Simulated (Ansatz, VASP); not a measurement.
**One calculation of MgO, two programs**

```
Mg O
1.0
     0.00000    2.20668    2.12692
     2.12692    0.00000    2.12692
     2.12692    2.20668    0.00000
Mg O
1 1
Direct
  0.00000 0.00000 0.00000
  0.50000 0.50000 0.50000
```

Change from the starting cell: strain +0.0375 x Voigt [0, 1, 0, 0, 0, 0], atoms carried along.

Alike in both runs: task single point; functional PBE; k mesh 10 × 10 × 10; occupations gaussian, width 0.05 eV; no spin polarisation.

|  | VASP | Ansatz |
| --- | --- | --- |
| version | VASP 6.6.1 | Ansatz 0.2.0 |
| potentials or method | VASP PAW PBE potentials, release 64 (Mg, O), cutoff 520 eV | scalar-relativistic, plane waves, PAW |
| valence electrons in the cell | 8 | 16 |

|  | VASP | Ansatz | Ansatz less VASP |
| --- | --- | --- | --- |
| gap on the k mesh at the Fermi level (eV) | 4.05 | 4.07 | +0.020 |
| least direct gap on the mesh (eV) | 4.05 | 4.07 | +0.020 |
| pressure (GPa) | -5.5 | -4.7 | +0.75 |
| traceless stress, the component that is largest in VASP (GPa) | -3.21 | -3.20 | +0.010 |

VASP's potentials hold 8 valence electrons a cell and Ansatz's 16, so a difference there can come from the potentials and not from the codes.
